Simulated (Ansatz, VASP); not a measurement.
**LiF: VASP beside Ansatz**

Contents of POSCAR:

```
LiF
1.0
    3.0810519408      0.0000000000      0.0000000000
   -1.5405259704      2.6682692511      0.0000000000
    0.0000000000      0.0000000000      4.7852338528
Li F
2 2
Direct
    0.3333333333      0.6666666667      0.3824388584
    0.6666666667      0.3333333333      0.8824388584
    0.3333333333      0.6666666667      0.9925591416
    0.6666666667      0.3333333333      0.4925591416
```

The input INCAR.step1:

```
SYSTEM = LiF
  PREC = Accurate
  ENCUT = 520
  ISMEAR = 0
  SIGMA = 0.01
  LREAL = .False.
  LASPH = .True.
  NELM = 100
  NBANDS = 18
  GGA = PE
  ALGO = Normal
  EDIFF = 1E-4
  LWAVE = .True.
  LCHARG = .False.
```

File INCAR.step2:

```
SYSTEM = LiF
  PREC = Accurate
  ENCUT = 520
  EDIFF = 1E-7
  ISMEAR = 0
  SIGMA = 0.01
  LREAL = .False.
  LASPH = .True.
  NELM = 100
  ALGO = Normal
  ISIF = 2
  LWAVE = .False.
  LCHARG = .False.
  METAGGA = R2SCAN
  LMIXTAU = .True.
  NBANDS = 18
  ISTART = 1
```

Contents of KPOINTS:

```
regular mesh
0
Gamma
  3 3 3
  0 0 0
```

Input for Ansatz:

```yaml
crystal:
  lattice:
    - [3.0810519408, 0.0, 0.0]
    - [-1.5405259704, 2.6682692511, 0.0]
    - [0.0, 0.0, 4.7852338528]
  atoms:
    - { symbol: Li, position: [0.3333333333, 0.6666666667, 0.3824388584] }
    - { symbol: Li, position: [0.6666666667, 0.3333333333, 0.8824388584] }
    - { symbol: F, position: [0.3333333333, 0.6666666667, 0.9925591416] }
    - { symbol: F, position: [0.6666666667, 0.3333333333, 0.4925591416] }
kpoints:
  mp_grid: { grid: [3, 3, 3] }
hamiltonian:
  xc: r2scan
scf:
  occupations: { method: fixed }
  n_extra_bands: 5
output:
  forces: true
  stress: true
  eigenvalues: true
```

Alike in both runs: task single point; functional r2SCAN; k mesh 3 × 3 × 3; no spin polarisation.

|  | VASP | Ansatz |
| --- | --- | --- |
| version | VASP 6.6.1 | Ansatz 0.2.0 |
| potentials or method | VASP PAW PBE potentials, release 64 (Li_sv, F) | plane waves |
| plane-wave cutoff (eV) | 520 | 500 |
| occupations | gaussian, width 0.01 eV | fixed |
| valence electrons in the cell | 20 | 20 |

Ansatz gave:

```
gap on the k mesh at the Fermi level (eV) : 8.58
rms of the force components (eV/Å)        : 0.003
```

Q: Estimate VASP's values.

A: gap on the k mesh at the Fermi level (eV): 8.68; rms of the force components (eV/Å): 0.005.

VASP's potentials were made for PBE, not for r2SCAN. Atom by atom the forces differ by 0.002 eV/Å (rms over components).

The k mesh is coarse, so the values compare programs but aren't converged. Noted on VASP's run: the cutoff is short for stress, so the pressure is rough.
